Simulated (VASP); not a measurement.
MnO2:

```
Mn O
1.0
     1.41885    0.81917    4.55317
    -1.41885    0.81917    4.55317
     0.00000   -1.63834    4.55317
Mn O
1 2
Direct
  0.00000 0.00000 0.00000
  0.73564 0.73564 0.73564
  0.26436 0.26436 0.26436
```

Base run:

- Program: VASP 6.6.1
- Functional: PBE
- Potentials or basis: VASP PAW PBE potentials, release 64 (Mn_pv, O)
- Cutoff: 520 eV
- k mesh: 11 × 11 × 11
- Occupations: fermi-dirac, width 0.05 eV
- Spin: collinear spin, ferromagnetic start
- Starting moments: [4.0, 0.0, 0.0] μB

Its results: band gap on the k mesh 0.77 eV (least direct gap 0.83 eV); pressure 10.4 GPa; net moment 3.00 μB per cell; site moments Mn +2.82; O +0.05 μB; largest force 0.613 eV/Å.

Question: The run is repeated on the same cell with these changes: functional from PBE to r2SCAN. What comes out?

Answer: Band gap on the k mesh 1.85 eV (least direct gap 1.94 eV); pressure 4.9 GPa; net moment 3.00 μB per cell; site moments Mn +2.91; O +0.02 μB; largest force 0.315 eV/Å.

Caveats: the cell stands under pressure; a cell with one magnetic atom can't hold antiferromagnetic order, which such compounds often take; semilocal functionals underestimate gaps, and a narrow one can read as zero (at least some runs); the PAW data sets were made with another functional, which shifts forces and pressure a little (at least some runs).

A k mesh can miss the band edges.
